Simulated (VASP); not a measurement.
Here is a VASP 6.6.1 calculation.

INCAR

```
PREC = Accurate
ENCUT = 520
EDIFF = 1E-7
ISMEAR = 0
SIGMA = 0.15
LREAL = False
LASPH = True
NELM = 80
ALGO = Normal
ISIF = 2
LWAVE = False
LCHARG = False
GGA = PS
NBANDS = 28
```

Contents of KPOINTS:

```
regular mesh
0
Gamma
  14 14 12
```

Contents of POSCAR:

```
SnO
1.0
    3.8540886645      0.0000000000      0.0000000000
    0.0000000000      3.8540886645      0.0000000000
    0.0000000000      0.0000000000      4.7061646161
Sn O
2 2
Direct
    0.0000000000      0.5000000000      0.2385000000
    0.5000000000      0.0000000000      0.7615000000
    0.0000000000      0.0000000000      0.0000000000
    0.5000000000      0.5000000000      0.0000000000
```

Potentials or basis: VASP PAW PBE potentials, release 64 (Sn_d, O).

Command:

```bash
$ cat potpaw_PBE.64/Sn_d/POTCAR potpaw_PBE.64/O/POTCAR > POTCAR
$ mpirun -np 1 vasp_std > vasp.out
```

(1) What does it give for the largest force?

(2) What does it give for the pressure?

Answers

(1) 0.305 eV/Å.

(2) -0.5 GPa.

Caveat: the PAW data sets were made with another functional, which shifts forces and pressure a little.
